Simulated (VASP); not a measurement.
Here is a VASP 6.6.1 calculation.

The input INCAR:

```
  PREC = Accurate
  ENCUT = 520
  EDIFF = 1E-7
  ISMEAR = 0
  SIGMA = 0.1
  LREAL = False
  LASPH = True
  NELM = 150
  ALGO = Normal
  ISIF = 2
  LWAVE = False
  LCHARG = False
  ISPIN = 2
  MAGMOM = 4 4 4 3 0 0 0 0
  LORBIT = 11
  LMAXMIX = 4
  GGA = PE
  NBANDS = 58
```

KPOINTS

```
regular mesh
0
Gamma
  4 4 4
```

The input POSCAR:

```
Fe3CoGe4
1.0
    6.0278007200     -2.0527275500      0.0000000000
    6.0278007200      2.0527275500      0.0000000000
   -1.2370909400      0.0000000000      4.9133734600
Fe Co Ge
3 1 4
Direct
    0.0000000000      0.0000000000      0.0000000000
    0.7940949800      0.7940949800      0.6356799000
    0.2059050200      0.2059050200      0.3643201000
    0.0000000000      0.0000000000      0.5000000000
    0.1877144900      0.1877144900      0.8489465100
    0.8122855100      0.8122855100      0.1510534900
    0.4312626100      0.4312626100      0.7073906100
    0.5687373900      0.5687373900      0.2926093900
```

Potentials or basis: VASP PAW PBE potentials, release 64 (Fe, Co, Ge_d).

The run is started by

```bash
$ cat potpaw_PBE.64/Fe/POTCAR potpaw_PBE.64/Co/POTCAR potpaw_PBE.64/Ge_d/POTCAR > POTCAR
$ mpirun -np 1 vasp_std > vasp.out
```

What does it give for the net moment?

6.84 μB per cell.

What does it give for the largest force?

0.387 eV/Å.

What does it give for the site moments?

Fe +2.04, +2.22 (each value once); Co +0.74; Ge -0.07 μB.

Estimate the pressure.

-9.8 GPa.

Stress tensor (GPa, compression positive):
```
 -6.16   0.00  -0.69
  0.00 -10.95   0.00
 -0.69   0.00 -12.37
```

Caveat: the k points lie up to 0.41 Å⁻¹ apart.
